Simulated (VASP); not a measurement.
# CdTe (F-43m) in VASP: single point with PBE

Aim: the single point of CdTe with PBE.

Program: VASP 6.6.1. These are calculated values, not measurements. Logs are shortened: lines on timing, memory, paths and dates and some standing lists are left out, and cuts for length are marked.

### Step 1. The cell of the first run

It takes space group F-43m (No. 216, cubic). Conventional cell: a = 6.480 Å, b = 6.480 Å, c = 6.480 Å, α = 90.00°, β = 90.00°, γ = 90.00°. Within 3.7 Å of Cd (site symmetry -43m) lie 4 Te at 2.81 Å. Within 3.7 Å of Te (site symmetry -43m) lie 4 Cd at 2.81 Å.

### Step 2. Single point, PBE

INCAR

```
SYSTEM = CdTe
  PREC = Accurate
  ENCUT = 520
  EDIFF = 1E-6
  ISMEAR = 0
  SIGMA = 0.01
  LREAL = .FALSE.
  LASPH = .TRUE.
  NELM = 100
  ALGO = Normal
  ISIF = 2
  LWAVE = .FALSE.
  LCHARG = .FALSE.
  GGA = PE
  NBANDS = 26
```

KPOINTS

```
Automatic mesh
0
G
  6 4 6
  0 0 0
```

POSCAR

```
CdTe
1.0
    4.5820519421      0.0000000000      0.0000000000
    0.0000000000      6.4800000000      0.0000000000
    0.0000000000      0.0000000000      4.5820519421
Cd Te
2 2
Direct
    0.0000000000      0.0000000000      0.0000000000
    0.5000000000      0.5000000000      0.5000000000
    0.5000000000      0.2500000000      0.0000000000
    0.0000000000      0.7500000000      0.5000000000
```

Potentials or basis: VASP PAW PBE potentials, release 64 (Cd, Te).

Command:

```console
$ cat potpaw_PBE.64/Cd/POTCAR potpaw_PBE.64/Te/POTCAR > POTCAR
$ mpirun -np 1 vasp_std > vasp.out
```

OUTCAR:

```text
SYSTEM = CdTe
   PREC = Accurate
   ENCUT = 520
   EDIFF = 1E-6
   ISMEAR = 0
   LREAL = .FALSE.
   LASPH = .TRUE.
   NELM = 100
   ISIF = 2
   GGA = PE

 ion  position               nearest neighbor table
   1  0.000  0.000  0.000-   3 2.81   4 2.81   4 2.81   3 2.81
   2  0.500  0.500  0.500-   3 2.81   4 2.81   3 2.81   4 2.81
   3  0.500  0.250  0.000-   1 2.81   2 2.81   2 2.81   1 2.81
   4  0.000  0.750  0.500-   1 2.81   2 2.81   1 2.81   2 2.81

  LATTYP: Found a simple tetragonal cell.
 ALAT       =     4.5820519421
 C/A-ratio  =     1.4142135624

  Lattice vectors:

 A1 = (  -4.5820519421,   0.0000000000,   0.0000000000)
 A2 = (   0.0000000000,   0.0000000000,   4.5820519421)
 A3 = (   0.0000000000,   6.4800000000,   0.0000000000)

Analysis of symmetry for initial positions (statically):
=====================================================================
 Subroutine PRICEL returns following result:

  LATTYP: Found a face centered cubic cell.
 ALAT       =     6.4800000000

  Lattice vectors:

 A1 = (  -2.2910259710,   3.2400000000,   2.2910259710)
 A2 = (   0.0000000000,   0.0000000000,   4.5820519421)
 A3 = (   2.2910259710,   3.2400000000,   2.2910259710)

   2 primitive cells build up your supercell.

 Routine SETGRP: Setting up the symmetry group for a
 simple tetragonal supercell.

 Subroutine GETGRP returns: Found  8 space group operations
 (whereof  8 operations were pure point group operations)
 out of a pool of 16 trial point group operations.

The static configuration has the point symmetry D_2d.

Analysis of symmetry for dynamics (positions and initial velocities):
=====================================================================
 Subroutine PRICEL returns following result:

  LATTYP: Found a face centered cubic cell.
 ALAT       =     6.4800000000

  Lattice vectors:

 A1 = (  -2.2910259710,   3.2400000000,   2.2910259710)
 A2 = (   0.0000000000,   0.0000000000,   4.5820519421)
 A3 = (   2.2910259710,   3.2400000000,   2.2910259710)

   2 primitive cells build up your supercell.

 Routine SETGRP: Setting up the symmetry group for a
 simple tetragonal supercell.

 Subroutine GETGRP returns: Found  8 space group operations
 (whereof  8 operations were pure point group operations)
 out of a pool of 16 trial point group operations.

The dynamic configuration has the point symmetry D_2d.

 Subroutine INISYM returns: Found  8 space group operations
 (whereof  8 operations are pure point group operations),
 and found     2 'primitive' translations

----------------------------------------------------------------------------------------

                                     Primitive cell

  volume of cell :      68.0244

  direct lattice vectors                    reciprocal lattice vectors
    -2.291025971  3.240000000  2.291025971    -0.218242834  0.154320988  0.000000000
     0.000000000  0.000000000  4.582051942     0.000000000 -0.154320988  0.218242834
     2.291025971  3.240000000  2.291025971     0.218242834  0.154320988  0.000000000

  length of vectors
     4.582051942  4.582051942  4.582051942     0.267291791  0.267291791  0.267291791

  position of ions in fractional coordinates (direct lattice)
     0.000000000  0.000000000  0.000000000
     0.750000000  0.750000000  0.750000000

  ion indices of the primitive-cell ions
   primitive index   ion index
                 1           1
                 2           3

----------------------------------------------------------------------------------------

 KPOINTS: Automatic mesh

Automatic generation of k-mesh.
 Grid dimensions read from file:
 generate k-points for:    6    4    6

 Generating k-lattice:

  Cartesian coordinates                     Fractional coordinates (reciprocal lattice)
     0.036373806  0.000000000  0.000000000     0.166666667  0.000000000  0.000000000
     0.000000000  0.038580247  0.000000000     0.000000000  0.250000000  0.000000000
     0.000000000  0.000000000  0.036373806     0.000000000  0.000000000  0.166666667

  Length of vectors
     0.036373806  0.038580247  0.036373806

  Shift w.r.t. Gamma in fractional coordinates (k-lattice)
     0.000000000  0.000000000  0.000000000

 Subroutine IBZKPT returns following result:
 ===========================================

 Found     30 irreducible k-points:

 Following reciprocal coordinates:
            Coordinates               Weight
  0.000000  0.000000  0.000000      1.000000
  0.166667  0.000000  0.000000      4.000000
  0.333333  0.000000  0.000000      4.000000
  0.500000  0.000000  0.000000      2.000000
  0.000000  0.250000  0.000000      2.000000
  0.166667  0.250000  0.000000      8.000000
[... 16 lines left out ...]
  0.500000  0.000000  0.333333      4.000000
  0.333333  0.250000  0.333333      8.000000
 [... further k-points ...]
   k-points           NKPTS =     30   k-points in BZ     NKDIM =     30   number of bands    NBANDS=     26
   number of dos      NEDOS =    301   number of ions     NIONS =      4
   total plane-waves  NPLWV =  62208
   dimension x,y,z NGX =    36 NGY =   48 NGZ =   36
   dimension x,y,z NGXF=    72 NGYF=   96 NGZF=   72
   ions per type =               2   2
   NGX,Y,Z   is equivalent  to a cutoff of  13.06, 12.31, 13.06 a.u.
   NGXF,Y,Z  is equivalent  to a cutoff of  26.12, 24.63, 26.12 a.u.
 SYSTEM =  CdTe
   PREC   = accura    normal or accurate (medium, high low for compatibility)
   ISTART =      0    job   : 0-new  1-cont  2-samecut
   ICHARG =      2    charge: 1-file 2-atom 10-const
   ISPIN  =      1    spin polarized calculation?
   LNONCOLLINEAR =      F non collinear calculations
   LSORBIT =      F    spin-orbit coupling
   LASPH  =      T    aspherical Exc in radial PAW
   ENCUT  =  520.0 eV  38.22 Ry    6.18 a.u.   8.52 12.05  8.52*2*pi/ulx,y,z
   NELM   =    100;   NELMIN=  2; NELMDL= -5     # of ELM steps
   EDIFF  = 0.1E-05   stopping-criterion for ELM
   LREAL  =      F    real-space projection
   EDIFFG = 0.1E-04   stopping-criterion for IOM
   NSW    =      0    number of steps for IOM
   IBRION =     -1    ionic relax: 0-MD 1-quasi-New 2-CG
   NFREE  =      0    steps in history (QN), initial steepest desc. (CG)
   ISIF   =      2    stress and relaxation
   ISYM   =      2    0-nonsym 1-usesym 2-fastsym
   POTIM  = 0.5000    time-step for ionic-motion
   TEBEG  =    0.0;   TEEND  =   0.0 temperature during run
   PSTRESS=    0.0 pullay stress
   NELECT =      36.0000    total number of electrons
   NUPDOWN=      -1.0000    fix difference up-down
   EMIN   =  10.00;   EMAX   =-10.00  energy-range for DOS
   EFERMI =   0.00;   METHOD = LEGACY
   ISMEAR =     0;   SIGMA  =   0.01  broadening in eV -4-tet -1-fermi 0-gaus
   EFERMI_NEDOS =   21; number of points for ismear=-14 and -15
   IALGO  =     38    algorithm
   IMIX   =      4    mixing-type and parameters
     AMIX     =   0.40;   BMIX     =  1.00
     AMIX_MAG =   1.60;   BMIX_MAG =  1.00
  volume/ion in A,a.u.               =      34.01       229.53
  Fermi-wavevector in a.u.,A,eV,Ry     =   1.051019  1.986138 15.029559  1.104641
  Thomas-Fermi vector in A             =   2.186046
   LORBIT       =      0    0 simple, 1 ext, 2 COOP (PROOUT), +10 PAW based schemes
   GGA     = PE    functional components
   LHFCALC =     F    Hartree Fock is set to
   AEXX    =    0.0000 exact exchange contribution
   IVDW    =     0    specifies the selected vdW correction
   LEPSILON=     F    determine dielectric tensor
   LRPA    =     F    only Hartree local field effects (RPA)
 non-spin polarized calculation
 Gauss-broadening in eV      SIGMA  =   0.01
  energy-cutoff  :      520.00
  volume of cell :      136.05
 maximum number of plane-waves:      3700
 NGX is ok and might be reduce to    36
   NGX = 17   NGY = 25   NGZ = 17

 number of electron      35.9999982 magnetization

 Free energy of the ion-electron system (eV)
  ---------------------------------------------------
  ext. energy  EPLUGINS =         0.00000000
  ---------------------------------------------------
  free energy    TOTEN  =        -9.54661184 eV

  energy without entropy =       -9.54661184  energy(sigma->0) =       -9.54661184

 E-fermi :   2.4570     XC(G=0):  -8.5861

 val. band max:        2.3520120494   @ k =   0.0000   0.0000   0.0000
 cond. band min:       3.1243930844   @ k =   0.0000   0.0000   0.0000
 fundamental gap:      0.7723810350
 Fermi energy:         2.4569953673

 k-point     1 :       0.0000    0.0000    0.0000
  band No.  band energies     occupation
      1      -8.8237      2.00000
      2      -8.3067      2.00000
      3      -5.9371      2.00000
      4      -5.9371      2.00000
      5      -5.9370      2.00000
      6      -5.7812      2.00000
[... 18 lines left out ...]
     25       9.8166      0.00000
     26      11.1961      0.00000

 k-point     2 :       0.1667    0.0000    0.0000
  band No.  band energies     occupation
      1      -8.7549      2.00000
      2      -8.3095      2.00000
      3      -5.9263      2.00000
      4      -5.9188      2.00000
      5      -5.8857      2.00000
      6      -5.8086      2.00000
[... 18 lines left out ...]
     25      10.1373      0.00000
     26      10.4921      0.00000

 k-point     3 :       0.3333    0.0000    0.0000
  band No.  band energies     occupation
      1      -8.5914      2.00000
      2      -8.3378      2.00000
      3      -5.8971      2.00000
      4      -5.8826      2.00000
      5      -5.8357      2.00000
      6      -5.8158      2.00000
[... 18 lines left out ...]
     25       9.1946      0.00000
     26       9.3715      0.00000

 k-point     4 :       0.5000    0.0000    0.0000
  band No.  band energies     occupation
      1      -8.4299      2.00000
      2      -8.4299      2.00000
      3      -5.8571      2.00000
      4      -5.8571      2.00000
      5      -5.8552      2.00000
      6      -5.8552      2.00000
[... 18 lines left out ...]
     25       8.1988      0.00000
     26       8.1988      0.00000
[... 496 lines left out ...]
      1      -8.4303      2.00000
      2      -8.3080      2.00000
      3      -5.8178      2.00000
      4      -5.8176      2.00000
      5      -5.8056      2.00000
      6      -5.8044      2.00000
[... 18 lines left out ...]
     25       9.7120      0.00000
     26       9.8608      0.00000

 k-point    23 :       0.5000    0.0000    0.3333
  band No.  band energies     occupation
      1      -8.3372      2.00000
      2      -8.3372      2.00000
      3      -5.8019      2.00000
      4      -5.8019      2.00000
      5      -5.7959      2.00000
      6      -5.7959      2.00000
[... 18 lines left out ...]
     25      10.8095      0.00000
     26      10.8095      0.00000

 k-point    24 :       0.3333    0.2500    0.3333
  band No.  band energies     occupation
      1      -8.4118      2.00000
      2      -8.3254      2.00000
      3      -5.8371      2.00000
      4      -5.8293      2.00000
      5      -5.8293      2.00000
      6      -5.8068      2.00000
[... 18 lines left out ...]
     25       9.5754      0.00000
     26       9.8167      0.00000

 [... further k-points ...]
[... 5 lines left out ...]
  --------------------------------------------------------------------------------------
  -------------------------------------------------------------------------------------
  Total        2.3203701      2.2946416      2.3203701      0.0000000     -0.0000000      0.0000000
  in kB       27.3257954     27.0228046     27.3257954      0.0000000     -0.0000000      0.0000000
  external PRESSURE =      27.2247985 kB  Pullay stress =       0.0000000 kB

 VOLUME and BASIS-vectors are now :
 -----------------------------------------------------------------------------
  energy-cutoff  :      520.00
  volume of cell :      136.05
      direct lattice vectors                 reciprocal lattice vectors
     4.582051942  0.000000000  0.000000000     0.218242834  0.000000000  0.000000000
     0.000000000  6.480000000  0.000000000     0.000000000  0.154320988  0.000000000
     0.000000000  0.000000000  4.582051942     0.000000000  0.000000000  0.218242834

 POSITION                                       TOTAL-FORCE (eV/Angst)
 -----------------------------------------------------------------------------------
      0.00000      0.00000      0.00000         0.000000     -0.000000      0.000000
      2.29103      3.24000      2.29103         0.000000     -0.000000      0.000000
      2.29103      1.62000      0.00000         0.000000      0.000000     -0.000000
      0.00000      4.86000      2.29103        -0.000000      0.000000     -0.000000
 -----------------------------------------------------------------------------------
    total drift:                                0.000000      0.000001      0.000000

  FREE ENERGIE OF THE ION-ELECTRON SYSTEM (eV)
  ---------------------------------------------------
  free  energy   TOTEN  =        -9.5466118369 eV

  energy  without entropy=       -9.5466118369  energy(sigma->0) =       -9.54661184
```

Run time: 39 s. Hardware: 1 thread of Intel Xeon 6975P-C (Granite Rapids), shared host; peak memory 0.28 GiB.

What came out:

```
Free energy            : -9.5466 eV
Pressure               : 2.7 GPa
Band gap on the k mesh : 0.77 eV
```

Levels at points of the mesh, in eV from the valence-band top:
| k point | band 14 | band 15 | band 16 | band 17 | band 18 | band 19 | band 20 | band 21 | band 22 | band 23 |
| --- | --- | --- | --- | --- | --- | --- | --- | --- | --- | --- |
| (0.00, 0.00, 0.00) | -1.87 | -1.87 | 0.00 | 0.00 | 0.00 | 0.77 | 2.61 | 2.67 | 4.60 | 4.60 |
| (0.50, 0.00, 0.00) | -3.71 | -2.15 | -2.15 | -0.81 | -0.81 | 3.14 | 3.14 | 5.21 | 5.21 | 5.66 |
| (0.00, 0.50, 0.00) | -2.67 | -1.09 | -1.09 | -1.09 | -1.09 | 2.94 | 2.94 | 3.34 | 3.34 | 6.47 |
| (0.50, 0.50, 0.00) | -4.43 | -0.78 | -0.78 | -0.78 | -0.78 | 1.82 | 1.82 | 5.19 | 5.19 | 5.19 |
| (0.50, 0.00, 0.50) | -4.31 | -1.87 | -1.87 | -1.87 | -1.87 | 2.61 | 2.61 | 2.67 | 2.67 | 8.84 |
| (0.50, 0.50, 0.50) | -4.19 | -2.33 | -2.33 | -2.20 | -2.20 | 4.26 | 4.26 | 4.68 | 4.68 | 5.57 |

Caveat: spin-orbit coupling is left out, which moves the levels of the heavy elements. A hybrid or GW would open this gap; PBE tends to underestimate it.
